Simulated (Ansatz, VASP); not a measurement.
Sr: VASP beside Ansatz

INCAR

```
SYSTEM = Sr
PREC     = Accurate       ! precision mode
ENCUT    = 500            ! plane-wave cutoff, eV
EDIFF    = 1E-6           ! SCF threshold, eV
ISMEAR   = -1             ! smearing method
SIGMA    = 0.1            ! smearing width, eV
LREAL    = .FALSE.        ! projectors in reciprocal space
LASPH    = .TRUE.         ! aspherical terms in the spheres
NELM     = 120            ! most SCF steps
ALGO     = Normal         ! electronic algorithm
ISIF     = 2              ! what is computed and relaxed
LWAVE    = .FALSE.        ! write WAVECAR
LCHARG   = .TRUE.         ! write CHGCAR
GGA      = CA             ! functional
LELF     = .TRUE.         ! ELF
LVHAR    = .TRUE.       
NBANDS   = 11             ! bands
GGA_COMPAT= .FALSE.
```

Contents of KPOINTS:

```
regular mesh
0
G
  9 9 9
  0 0 0
```

Contents of POSCAR:

```
Sr
1.0
    0.0000000000      2.9028949114      2.9028949114
    2.9028949114      0.0000000000      2.9028949114
    2.9028949114      2.9028949114      0.0000000000
Sr
1
Direct
    0.0000000000      0.0000000000      0.0000000000
```

Input for Ansatz:

```yaml
crystal:
  lattice:
    - [0.0, 2.9028949114, 2.9028949114]
    - [2.9028949114, 0.0, 2.9028949114]
    - [2.9028949114, 2.9028949114, 0.0]
  atoms:
    - { symbol: Sr, position: [0.0, 0.0, 0.0] }
hamiltonian:
  xc: lda
  pseudopotentials:
    kind: paw
    azcp:
      Sr: "pseudopotentials/Sr.paw.azcp"
basis:
  ecutwfc: 600
  fft_grid_basis: typed
kpoints:
  mp_grid: { grid: [9, 9, 9], shift: [0, 0, 0] }
magnetization:
  spin_polarized: false
scf:
  occupations: { method: fermi_dirac, width: 0.1 }
  lower_state_search: "off"
output:
  stress: true
```

Alike in both runs: task single point; functional LDA; k mesh 9 × 9 × 9; occupations fermi-dirac, width 0.1 eV; no spin polarisation.

|  | VASP | Ansatz |
| --- | --- | --- |
| version | VASP 6.6.1 | Ansatz 0.2.0 |
| potentials or method | VASP PAW LDA potentials, release 64 (Sr_sv), cutoff 500 eV | plane waves (600 eV) with PAW, scalar-relativistic |
| valence electrons in the cell | 10 | 10 |

```tsv
	VASP	Ansatz	Ansatz less VASP
pressure (GPa)	0.0	0.0	+0.01
```

Ansatz warns that its potentials were made for another functional, while VASP's fit it. LDA's correlation is that of Perdew and Zunger in VASP and of Perdew and Wang (1992) in Ansatz.
